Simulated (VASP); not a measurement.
# NiI3 (Pm-3m) in VASP: further runs, part 2 of 2

VASP 6.6.1. Earlier steps stand in the parts before.

## 5. Single point, PBEsol, collinear spin, ferromagnetic start

This run uses another cell than the first one, of 35.72 Å³/atom, 1.042 times its volume.

INCAR reads:

```
ALGO = Normal ; EDIFF = 1E-7
ENCUT = 520 ; GGA = PS
ISIF = 2 ; ISMEAR = 0
ISPIN = 2 ; LASPH = T
LCHARG = F ; LMAXMIX = 4
LORBIT = 11 ; LREAL = F
LWAVE = F ; MAGMOM = 0.05 0 0 0
NBANDS = 28 ; NELM = 150
PREC = Accurate ; SIGMA = 0.05
```

KPOINTS reads:

```
k-points
0
Gamma
  6 6 6
```

POSCAR reads:

```
NiI3
1.0
    5.2278904648      0.0000000000      0.0000000000
    0.0000000000      5.2278904648      0.0000000000
    0.0000000000      0.0000000000      5.2278904648
Ni I
1 3
Direct
    0.0000000000      0.0000000000      0.0000000000
    0.5000000000      0.0000000000      0.0000000000
    0.0000000000      0.0000000000      0.5000000000
    0.0000000000      0.5000000000      0.0000000000
```

Potentials or basis: VASP PAW PBE potentials, release 64 (Ni, I).

Run with:

```sh
cat potpaw_PBE.64/Ni/POTCAR potpaw_PBE.64/I/POTCAR > POTCAR
mpirun -np 1 vasp_std > vasp.out
```

OUTCAR:

```text
EDIFF = 1E-7
   ENCUT = 520
   GGA = PS
   ISIF = 2
   ISMEAR = 0
   ISPIN = 2
   LASPH = T
   LORBIT = 11
   LREAL = F
   NELM = 150
   PREC = Accurate

 ion  position               nearest neighbor table
   1  0.000  0.000  0.000-   2 2.61   3 2.61   4 2.61   3 2.61   4 2.61   2 2.61
   2  0.500  0.000  0.000-   1 2.61   1 2.61
   3  0.000  0.000  0.500-   1 2.61   1 2.61
   4  0.000  0.500  0.000-   1 2.61   1 2.61

  LATTYP: Found a simple cubic cell.
 ALAT       =     5.2278904648

  Lattice vectors:

 A1 = (   5.2278904648,   0.0000000000,   0.0000000000)
 A2 = (   0.0000000000,   5.2278904648,   0.0000000000)
 A3 = (   0.0000000000,   0.0000000000,   5.2278904648)

Analysis of symmetry for initial positions (statically):
=====================================================================
 Subroutine PRICEL returns:
 Original cell was already a primitive cell.

 Routine SETGRP: Setting up the symmetry group for a
 simple cubic supercell.

 Subroutine GETGRP returns: Found 48 space group operations
 (whereof 48 operations were pure point group operations)
 out of a pool of 48 trial point group operations.

The static configuration has the point symmetry O_h .

Analysis of symmetry for dynamics (positions and initial velocities):
=====================================================================
 Subroutine PRICEL returns:
 Original cell was already a primitive cell.

 Routine SETGRP: Setting up the symmetry group for a
 simple cubic supercell.

 Subroutine GETGRP returns: Found 48 space group operations
 (whereof 48 operations were pure point group operations)
 out of a pool of 48 trial point group operations.

The dynamic configuration has the point symmetry O_h .

Analysis of structural, dynamic, and magnetic symmetry:
[... 154 lines left out ...]
  ---------------------------------------------------
  free energy    TOTEN  =       -10.86870198 eV

  energy without entropy =      -10.85667129  energy(sigma->0) =      -10.86268663

 E-fermi :   2.8518     XC(G=0):  -8.2533

 val. band max:        2.8457238905   @ k =   0.3333   0.1667   0.1667
 cond. band min:       2.8590885297   @ k =   0.3333   0.3333   0.1667
 fundamental gap:      0.0133646392
 Fermi energy:         2.8518349680

 spin component 1

 k-point     1 :       0.0000    0.0000    0.0000
  band No.  band energies     occupation
      1     -10.5828      1.00000
      2      -8.9557      1.00000
      3      -8.9557      1.00000
      4      -1.4501      1.00000
      5      -1.4501      1.00000
      6      -1.4501      1.00000
[... 589 lines left out ...]
     26      12.1541      0.00000
     27      12.1541      0.00000
 Fermi energy:         2.8518349680

 spin component 2

 k-point     1 :       0.0000    0.0000    0.0000
  band No.  band energies     occupation
      1     -10.5812      1.00000
      2      -8.9538      1.00000
      3      -8.9538      1.00000
      4      -1.4489      1.00000
      5      -1.4489      1.00000
      6      -1.4489      1.00000
[... 589 lines left out ...]
     26      12.1551      0.00000
     27      12.1551      0.00000
 [bands above 27 left out]

------------------------ aborting loop because EDIFF is reached ----------------------------------------

  FORCE on cell =-STRESS in cart. coord.  units (eV):
  Direction    XX          YY          ZZ          XY          YZ          ZX
  --------------------------------------------------------------------------------------
  -------------------------------------------------------------------------------------
  Total       -0.0244409     -0.0244409     -0.0244409      0.0000000      0.0000000      0.0000000
  in kB       -0.2740621     -0.2740621     -0.2740621      0.0000000      0.0000000      0.0000000
  external PRESSURE =      -0.2740621 kB  Pullay stress =       0.0000000 kB

 VOLUME and BASIS-vectors are now :
 -----------------------------------------------------------------------------
  energy-cutoff  :      520.00
  volume of cell :      142.88
      direct lattice vectors                 reciprocal lattice vectors
     5.227890465  0.000000000  0.000000000     0.191281743  0.000000000  0.000000000
     0.000000000  5.227890465  0.000000000     0.000000000  0.191281743  0.000000000
     0.000000000  0.000000000  5.227890465     0.000000000  0.000000000  0.191281743

 POSITION                                       TOTAL-FORCE (eV/Angst)
 -----------------------------------------------------------------------------------
      0.00000      0.00000      0.00000         0.000000      0.000000      0.000000
      2.61395      0.00000      0.00000         0.000000      0.000000      0.000000
      0.00000      0.00000      2.61395         0.000000      0.000000      0.000000
      0.00000      2.61395      0.00000         0.000000      0.000000      0.000000
 -----------------------------------------------------------------------------------
    total drift:                               -0.000000     -0.000000     -0.000000

  FREE ENERGIE OF THE ION-ELECTRON SYSTEM (eV)
  ---------------------------------------------------
  free  energy   TOTEN  =       -10.8687019811 eV

  energy  without entropy=      -10.8566712863  energy(sigma->0) =      -10.86268663

 total charge

# of ion       s       p       d       tot
------------------------------------------
    1        0.371   0.357   8.446   9.174
    2        1.526   2.675   0.034   4.235
    3        1.526   2.675   0.034   4.235
    4        1.526   2.675   0.034   4.235
--------------------------------------------------
tot          4.950   8.382   8.547  21.879

 magnetization (x)

# of ion       s       p       d       tot
------------------------------------------
    1        0.000   0.000   0.003   0.003
    2        0.000   0.002   0.000   0.002
    3        0.000   0.002   0.000   0.002
    4        0.000   0.002   0.000   0.002
--------------------------------------------------
tot          0.000   0.006   0.003   0.009
```

stdout:

```text
POSCAR found type information on POSCAR NiI
 POSCAR found :  2 types and       4 ions
 scaLAPACK will be used
 -----------------------------------------------------------------------------
|                                                                             |
|                                                                             |
|     You enforced a specific xc type in the INCAR file but a different       |
|     I HOPE YOU KNOW WHAT YOU ARE DOING!                                     |
|                                                                             |
 -----------------------------------------------------------------------------

 LDA part: xc-table for (Slater+PW92), standard interpolation
 POSCAR, INCAR and KPOINTS ok, starting setup
 FFT: planning ... GRIDC
 FFT: planning ... GRID_SOFT
 FFT: planning ... GRID
 WAVECAR not read
 entering main loop
```

Run time: 3 min. Hardware: 1 thread of Oxide Virtual Turin-like, shared host; peak memory 0.32 GiB.

What came out:

- Free energy: -10.8687 eV
- Pressure: 0.0 GPa
- Net moment: 0.01 μB per cell
- Valence electrons inside the program's atomic spheres: Ni 9.17; I 4.24

Caveat: the PAW data sets were made with another functional, which shifts forces and pressure a little; spin-orbit coupling is left out, which moves the levels of the heavy elements; semilocal functionals often make such compounds metallic where correlation or magnetic order opens a gap, which also shifts bond lengths.

## 6. Summary

| cell | gap on the mesh (eV) | pressure (GPa) | moment (μB) |
| --- | --- | --- | --- |
| a = 5.157 Å, 4 atoms | none | 1.6 | 0.00 |
| a = 5.193 Å, 4 atoms | none | 0.7 | 0.01 |
| a = 5.213 Å, 4 atoms | none | 0.3 | 0.02 |
| a = 5.228 Å, 4 atoms | none | 0.0 | 0.01 |

Alike in all rows: task single point; level PBEsol; potentials or basis VASP PAW PBE potentials, release 64 (Ni, I); spin collinear, ferromagnetic start; k mesh 6 × 6 × 6; cutoff (eV) 520; smearing gaussian 0.05 eV.

Caveats: the PAW data sets were made with another functional, which shifts forces and pressure a little; spin-orbit coupling is left out, which moves the levels of the heavy elements; semilocal functionals often make such compounds metallic where correlation or magnetic order opens a gap, which also shifts bond lengths.

Absolute energies hang on the potentials; compare differences alone.
